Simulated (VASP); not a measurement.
# CaH5 in VASP: further runs, part 2 of 3

VASP 6.6.1. The steps go on from the part before.

## (3) Single point, PBE

This run uses another cell than the first one, of 9.15 Å³/atom.

File INCAR:

```
SYSTEM = CaH5
ALGO = Normal
EDIFF = 1E-6
ENCUT = 520
GGA = PE
ISIF = 2
ISMEAR = 0
LASPH = .True.
LCHARG = .True.
LELF = .True.
LREAL = .False.
LVHAR = .True.
LWAVE = .False.
NBANDS = 16
NELM = 100
PREC = Accurate
SIGMA = 0.1
```

File KPOINTS:

```
k-points
0
Gamma
  4 4 6
  0 0 0
```

File POSCAR:

```
CaH5
1.0
    3.6925978573     -2.6197934116      0.2013766913
    3.6925978573      2.6197934116      0.2013766913
   -1.4703777052      0.0000000000      2.7582530797
Ca H
1 5
Direct
    0.6576828754      0.3423171246      0.0000000000
    0.6426011687      0.9757376835      0.3090636349
    0.0242623165      0.3573988313      0.6909363651
    0.1977033826      0.8023785553      0.3348857225
    0.1976214447      0.8022966174      0.6651142775
    0.1928184421      0.8071815579      0.0000000000
```

Potentials or basis: VASP PAW PBE potentials, release 64 (Ca_sv, H).

Launch:

```console
$ cat potpaw_PBE.64/Ca_sv/POTCAR potpaw_PBE.64/H/POTCAR > POTCAR
$ mpirun -np 1 vasp_std > vasp.out
```

It took 12 s on 1 thread of Intel Xeon 6975P-C (Granite Rapids), shared host; peak memory 0.18 GiB.

The run converged. Its results:

```yaml
Free_energy: -17.9953 eV
Pressure: -0.3 GPa
Largest_force: 0.024 eV/Å
Band_gap_on_the_k_mesh: zero (an odd number of electrons rules out a gap without spin polarisation)
```

Forces in eV/Å, atoms in the order of the input:
```
Ca   0.000 -0.005  0.000
H    0.015  0.014  0.012
H   -0.015  0.014 -0.012
H    0.000 -0.013 -0.002
H    0.000 -0.013  0.002
H    0.000  0.003  0.000
```

Stress tensor (GPa, compression positive):
```
-0.23  0.00  0.08
 0.00 -0.32  0.00
 0.08  0.00 -0.41
```

Levels at points of the mesh, in eV from the Fermi level:
| k point | band 4 | band 5 | band 6 | band 7 | band 8 | band 9 | band 10 | band 11 |
| --- | --- | --- | --- | --- | --- | --- | --- | --- |
| (0.00, 0.00, 0.00) | -20.58 | -9.84 | -2.42 | -0.68 | 3.18 | 4.87 | 5.24 | 5.38 |
| (0.50, 0.00, 0.00) | -20.58 | -9.47 | -3.12 | -0.65 | 2.79 | 3.61 | 4.71 | 5.24 |
| (0.50, 0.50, 0.00) | -20.58 | -9.46 | -2.19 | -1.79 | 2.02 | 4.87 | 5.18 | 5.26 |
| (0.00, 0.00, 0.50) | -20.67 | -5.97 | -5.78 | -1.17 | -0.66 | 3.52 | 4.93 | 5.14 |
| (0.50, 0.00, 0.50) | -20.67 | -5.93 | -5.72 | -1.11 | -0.67 | 3.94 | 4.69 | 4.85 |
| (0.50, 0.50, 0.50) | -20.67 | -5.97 | -5.78 | -1.17 | -0.66 | 3.52 | 4.93 | 5.15 |

Caveat: the k points lie up to 0.38 Å⁻¹ apart, too coarse for converged energies and pressures of a metal; an odd number of electrons without spin polarisation forces a metal; a magnetic or distorted state may lie lower.

## (4) Relaxation of cell and atoms, PBE

File INCAR:

```
SYSTEM = CaH5
ALGO = Normal
EDIFF = 1E-6
EDIFFG = -0.04
ENCUT = 600
GGA = PE
IBRION = 2
ISIF = 3
ISMEAR = 0
LASPH = .TRUE.
LCHARG = .FALSE.
LREAL = .FALSE.
LWAVE = .FALSE.
NELM = 80
NSW = 90
PREC = Accurate
SIGMA = 0.1
```

File KPOINTS:

```
k-points
0
G
  4 4 6
  0 0 0
```

File POSCAR:

```
CaH5
1.0
    3.5411587599     -2.4949251864      0.0000000000
    3.5411587599      2.4949251864      0.0000000000
   -1.5730772802      0.0000000000      2.9889303443
Ca H
1 5
Direct
    0.6394631982      0.3605368018      0.0000000000
    0.6222780427      0.9959776535      0.3123599665
    0.0040223465      0.3777219573      0.6876400335
    0.2243468972      0.7750865117      0.3575576643
    0.2249134883      0.7756531028      0.6424423357
    0.1976656571      0.8023343429      0.0000000000
```

Potentials or basis: VASP PAW PBE potentials, release 64 (Ca_sv, H).

Launch:

```console
$ cat potpaw_PBE.64/Ca_sv/POTCAR potpaw_PBE.64/H/POTCAR > POTCAR
$ mpirun -np 1 vasp_std > vasp.out
```

OUTCAR:

```text
SYSTEM = CaH5
   EDIFF = 1E-6
   EDIFFG = -0.04
   ENCUT = 600
   GGA = PE
   IBRION = 2
   ISIF = 3
   ISMEAR = 0
   LASPH = .TRUE.
   LREAL = .FALSE.
   NELM = 80
   NSW = 90
   PREC = Accurate

 ion  position               nearest neighbor table
   1  0.639  0.361  0.000-
   2  0.622  0.996  0.312-
   3  0.004  0.378  0.688-
   4  0.224  0.775  0.358-
   5  0.225  0.776  0.642-
   6  0.198  0.802  0.000-

  LATTYP: Found a base centered monoclinic cell.
 ALAT       =     7.0823175198
 B/A-ratio  =     0.7045505033
 C/A-ratio  =     0.4769080248
 COS(beta)  =    -0.4657362424

  Lattice vectors:

 A1 = (   3.5411587599,  -2.4949251864,   0.0000000000)
 A2 = (   3.5411587599,   2.4949251864,   0.0000000000)
 A3 = (  -1.5730772802,   0.0000000000,   2.9889303443)

Analysis of symmetry for initial positions (statically):
=====================================================================
 Subroutine PRICEL returns:
 Original cell was already a primitive cell.

 Routine SETGRP: Setting up the symmetry group for a
 base centered monoclinic supercell.

 Subroutine GETGRP returns: Found  2 space group operations
 (whereof  2 operations were pure point group operations)
 out of a pool of  4 trial point group operations.

The static configuration has the point symmetry C_2 .

Analysis of symmetry for dynamics (positions and initial velocities):
=====================================================================
 Subroutine PRICEL returns:
 Original cell was already a primitive cell.

 Routine SETGRP: Setting up the symmetry group for a
 base centered monoclinic supercell.

 Subroutine GETGRP returns: Found  2 space group operations
 (whereof  2 operations were pure point group operations)
 out of a pool of  4 trial point group operations.

The dynamic configuration has the point symmetry C_2 .

 Subroutine INISYM returns: Found  2 space group operations
 (whereof  2 operations are pure point group operations),
 and found     1 'primitive' translations

----------------------------------------------------------------------------------------

                                     Primitive cell

  volume of cell :      52.8140

  direct lattice vectors                    reciprocal lattice vectors
     3.541158760 -2.494925186  0.000000000     0.141196719 -0.200406811  0.074311987
     3.541158760  2.494925186  0.000000000     0.141196719  0.200406811  0.074311987
    -1.573077280  0.000000000  2.988930344     0.000000000  0.000000000  0.334567850

  length of vectors
     4.331796053  4.331796053  3.377614059     0.256167279  0.256167279  0.334567850

  position of ions in fractional coordinates (direct lattice)
     0.639463198  0.360536802  0.000000000
     0.622278043  0.995977653  0.312359966
     0.004022347  0.377721957  0.687640034
     0.224346897  0.775086512  0.357557664
     0.224913488  0.775653103  0.642442336
     0.197665657  0.802334343  0.000000000

  ion indices of the primitive-cell ions
   primitive index   ion index
                 1           1
[... 72 lines left out ...]
   LNONCOLLINEAR =      F non collinear calculations
   LSORBIT =      F    spin-orbit coupling
   LASPH  =      T    aspherical Exc in radial PAW
   ENCUT  =  600.0 eV  44.10 Ry    6.64 a.u.   8.65  8.65  6.75*2*pi/ulx,y,z
   NELM   =     80;   NELMIN=  2; NELMDL= -5     # of ELM steps
   EDIFF  = 0.1E-05   stopping-criterion for ELM
   LREAL  =      F    real-space projection
   EDIFFG = -.4E-01   stopping-criterion for IOM
   NSW    =     90    number of steps for IOM
   IBRION =      2    ionic relax: 0-MD 1-quasi-New 2-CG
   NFREE  =      1    steps in history (QN), initial steepest desc. (CG)
   ISIF   =      3    stress and relaxation
   ISYM   =      2    0-nonsym 1-usesym 2-fastsym
   POTIM  = 0.5000    time-step for ionic-motion
   TEBEG  =    0.0;   TEEND  =   0.0 temperature during run
   PSTRESS=    0.0 pullay stress
   NELECT =      15.0000    total number of electrons
   NUPDOWN=      -1.0000    fix difference up-down
   EMIN   =  10.00;   EMAX   =-10.00  energy-range for DOS
   EFERMI =   0.00;   METHOD = LEGACY
   ISMEAR =     0;   SIGMA  =   0.10  broadening in eV -4-tet -1-fermi 0-gaus
   EFERMI_NEDOS =   21; number of points for ismear=-14 and -15
   IALGO  =     38    algorithm
   IMIX   =      4    mixing-type and parameters
     AMIX     =   0.40;   BMIX     =  1.00
     AMIX_MAG =   1.60;   BMIX_MAG =  1.00
  volume/ion in A,a.u.               =       8.80        59.40
  Fermi-wavevector in a.u.,A,eV,Ry     =   1.076108  2.033548 15.755648  1.158007
  Thomas-Fermi vector in A             =   2.211983
   LORBIT       =      0    0 simple, 1 ext, 2 COOP (PROOUT), +10 PAW based schemes
   GGA     = PE    functional components
   LHFCALC =     F    Hartree Fock is set to
   AEXX    =    0.0000 exact exchange contribution
   IVDW    =     0    specifies the selected vdW correction
   LEPSILON=     F    determine dielectric tensor
   LRPA    =     F    only Hartree local field effects (RPA)
 conjugate gradient relaxation of ions
 non-spin polarized calculation
 Gauss-broadening in eV      SIGMA  =   0.10
  energy-cutoff  :      600.00
  volume of cell :       52.81
 maximum number of plane-waves:      1776
 NGX is ok and might be reduce to    36
   NGX = 17   NGY = 17   NGZ = 13

--------------------------------------- Ionic step        1  -------------------------------------------

 number of electron      14.9999999 magnetization

 Free energy of the ion-electron system (eV)
  ---------------------------------------------------
  ext. energy  EPLUGINS =         0.00000000
  ---------------------------------------------------
  free energy    TOTEN  =       -17.80069502 eV

  energy without entropy =      -17.79353484  energy(sigma->0) =      -17.79711493

------------------------ aborting loop because EDIFF is reached ----------------------------------------

  FORCE on cell =-STRESS in cart. coord.  units (eV):
  Direction    XX          YY          ZZ          XY          YZ          ZX
  --------------------------------------------------------------------------------------
  -------------------------------------------------------------------------------------
  Total        0.4272571      0.3535586     -0.9913893      0.0000000      0.0000000      0.9133714
  in kB       12.9613787     10.7256419    -30.0750305      0.0000000      0.0000000     27.7082619
  external PRESSURE =      -2.1293366 kB  Pullay stress =       0.0000000 kB
[... 101 lines left out ...]
  FREE ENERGIE OF THE ION-ELECTRON SYSTEM (eV)
  ---------------------------------------------------
  free  energy   TOTEN  =       -17.8676150915 eV

  energy  without entropy=      -17.8675894537  energy(sigma->0) =      -17.86760227

[... ionic steps 4 to 14 ...]

--------------------------------------- Ionic step       15  -------------------------------------------

 number of electron      14.9999999 magnetization

------------------------ aborting loop because EDIFF is reached ----------------------------------------
[... 75 lines left out ...]
--------------------------------------- Ionic step       17  -------------------------------------------

 number of electron      14.9999999 magnetization

 Free energy of the ion-electron system (eV)
  ---------------------------------------------------
  ext. energy  EPLUGINS =         0.00000000
  ---------------------------------------------------
  free energy    TOTEN  =       -17.99347569 eV

  energy without entropy =      -17.99347569  energy(sigma->0) =      -17.99347569

 E-fermi :   0.1348     XC(G=0):  -8.4231

 val. band max:       -0.2815943560   @ k =   0.0000   0.0000   0.3333
 cond. band min:       0.8796457252   @ k =   0.5000   0.2500   0.1667
 fundamental gap:      1.1612400811
 Fermi energy:         0.1348255899

 k-point     1 :       0.0000    0.0000    0.0000
  band No.  band energies     occupation
      1     -39.5613      2.00000
      2     -20.6696      2.00000
      3     -20.4813      2.00000
      4     -20.3065      2.00000
      5      -9.6356      2.00000
      6      -2.2650      2.00000
      7      -0.3875      2.00000
      8       3.3949      0.00000
      9       5.0622      0.00000
     10       5.3897      0.00000
     11       5.5205      0.00000
[... 309 lines left out ...]
 k-point    24 :      -0.2500    0.2500    0.3333
  band No.  band energies     occupation
      1     -39.5056      2.00000
      2     -20.7754      2.00000
      3     -20.6277      2.00000
      4     -20.4338      2.00000
      5      -7.6765      2.00000
      6      -2.8796      2.00000
      7      -1.3748      2.00000
      8      -0.4302      2.00000
      9       3.8907      0.00000
     10       4.6718      0.00000
     11       4.9189      0.00000

 [... further k-points ...]
[... 5 lines left out ...]
  --------------------------------------------------------------------------------------
  -------------------------------------------------------------------------------------
  Total       -0.0364666     -0.0310506      0.0083496      0.0000000      0.0000000     -0.0446700
  in kB       -1.0490342     -0.8932303      0.2401919      0.0000000      0.0000000     -1.2850210
  external PRESSURE =      -0.5673575 kB  Pullay stress =       0.0000000 kB
[... 21 lines left out ...]
  FREE ENERGIE OF THE ION-ELECTRON SYSTEM (eV)
  ---------------------------------------------------
  free  energy   TOTEN  =       -17.9934756918 eV

  energy  without entropy=      -17.9934756918  energy(sigma->0) =      -17.99347569

 reached required accuracy - stopping structural energy minimisation
```

OSZICAR:

```text
N       E                     dE             d eps       ncg     rms          rms(c)
DAV:   1     0.881174407140E+02    0.88117E+02   -0.77436E+03   748   0.132E+03
[... 146 lines left out ...]
  16 F= -.17992486E+02 E0= -.17992486E+02  d E =-.349673E-02
       N       E                     dE             d eps       ncg     rms          rms(c)
DAV:   1    -0.179939249612E+02   -0.14388E-02   -0.91019E-02   748   0.316E+00    0.142E-01
DAV:   2    -0.179936530878E+02    0.27187E-03   -0.12169E-03   904   0.385E-01    0.860E-02
DAV:   3    -0.179934755770E+02    0.17751E-03   -0.38049E-04   919   0.196E-01    0.917E-03
DAV:   4    -0.179934763579E+02   -0.78087E-06   -0.20300E-05  1042   0.456E-02    0.665E-03
DAV:   5    -0.179934756918E+02    0.66601E-06   -0.15969E-06   708   0.158E-02
  17 F= -.17993476E+02 E0= -.17993476E+02  d E =-.990107E-03
```

CONTCAR:

```text
CaH5
   1.00000000000000
     3.7278885688000871   -2.6237847913726915    0.2212296831975420
     3.7278885688000871    2.6237847913726915    0.2212296831975420
    -1.4693808290526331    0.0000000000000000    2.7598517973773498
  Ca              H
     1     5
Direct
     0.6569955827399359    0.3430044172600638    0.0000000000000000
     0.6376039386428130    0.9864885001659557    0.3126440233388577
     0.0135114998340442    0.3623960613571869    0.6873559766611422
     0.2033723814041354    0.7966258540807414    0.3345199827920201
     0.2033741459192588    0.7966276185958645    0.6654800172079799
     0.1978320814598151    0.8021679185401850    0.0000000000000000

  0.00000000E+00  0.00000000E+00  0.00000000E+00
  0.00000000E+00  0.00000000E+00  0.00000000E+00
  0.00000000E+00  0.00000000E+00  0.00000000E+00
  0.00000000E+00  0.00000000E+00  0.00000000E+00
  0.00000000E+00  0.00000000E+00  0.00000000E+00
  0.00000000E+00  0.00000000E+00  0.00000000E+00
```

Run time: 1.9 min. Hardware: 1 thread of Intel Xeon 6975P-C (Granite Rapids), shared host; peak memory 0.2 GiB.

What came out:

| Quantity | Value |
| --- | --- |
| Free energy | -17.9935 eV |
| Relaxed volume | 9.28 Å³/atom |
| Relaxed cell | a = 4.564 Å, b = 4.564 Å, c = 3.127 Å, α = 109.94°, β = 109.94°, γ = 70.18° |
| Space group after relaxing (to 0.1 Å) | Imm2 (No. 44) |
| Energy gained by relaxing | 32.1 meV/atom |
| Ionic steps | 17 |
| Pressure after relaxing | -0.1 GPa |
| Largest force after relaxing | 0.031 eV/Å |
| Band gap on the k mesh | zero (an odd number of electrons rules out a gap without spin polarisation) |

Forces on the atoms (eV/Å):
```
Ca   0.000  0.008  0.000
H   -0.018 -0.024 -0.010
H    0.018 -0.024  0.010
H   -0.008  0.008  0.015
H    0.008  0.008 -0.015
H    0.000  0.023  0.000
```

Stress tensor (GPa, compression positive):
```
-0.10  0.00 -0.13
 0.00 -0.09  0.00
-0.13  0.00  0.02
```

The path:
| step | energy change (eV) | largest force (eV/Å) | pressure (GPa) | volume (Å³) |
| --- | --- | --- | --- | --- |
| 1 | 0.0000 | 0.3574 | -0.21 | 52.81 |
| 2 | -0.0298 | 0.2807 | 0.24 | 52.72 |
| 3 | -0.0669 | 0.7212 | 1.63 | 52.45 |
| 4 | -0.0845 | 0.6701 | 1.61 | 52.59 |
| 5 | -0.1278 | 0.5203 | 1.64 | 52.99 |
| 6 | -0.1508 | 0.3375 | 2.40 | 53.71 |
| 7 | -0.1552 | 0.2741 | 2.09 | 53.50 |
| 8 | -0.1701 | 0.1885 | 1.29 | 54.10 |
| 9 | -0.1793 | 0.1128 | 0.02 | 55.16 |
| 10 | -0.1793 | 0.1131 | 0.06 | 55.12 |
| 11 | -0.1820 | 0.1028 | 0.01 | 55.24 |
| 12 | -0.1872 | 0.0728 | -0.15 | 55.60 |
| 13 | -0.1844 | 0.1638 | -0.45 | 56.32 |
| 14 | -0.1883 | 0.0817 | -0.25 | 55.85 |
| 15 | -0.1908 | 0.0671 | -0.11 | 55.76 |
| 16 | -0.1918 | 0.0504 | 0.08 | 55.65 |
| 17 | -0.1928 | 0.0313 | -0.06 | 55.70 |

Final structure:
```
Ca H
1.0
     3.72789   -2.62378    0.22123
     3.72789    2.62378    0.22123
    -1.46938    0.00000    2.75985
Ca H
1 5
Direct
  0.65700 0.34300 0.00000
  0.63760 0.98649 0.31264
  0.01351 0.36240 0.68736
  0.20337 0.79663 0.33452
  0.20337 0.79663 0.66548
  0.19783 0.80217 0.00000
```

Caveat: the k points lie up to 0.38 Å⁻¹ apart in the final cell, too coarse for converged energies and pressures of a metal; an odd number of electrons without spin polarisation forces a metal; a magnetic or distorted state may lie lower.

(Continued in part 3 of 3.)

The gap in the log of VASP goes by the Fermi energy; the results here count the filled bands.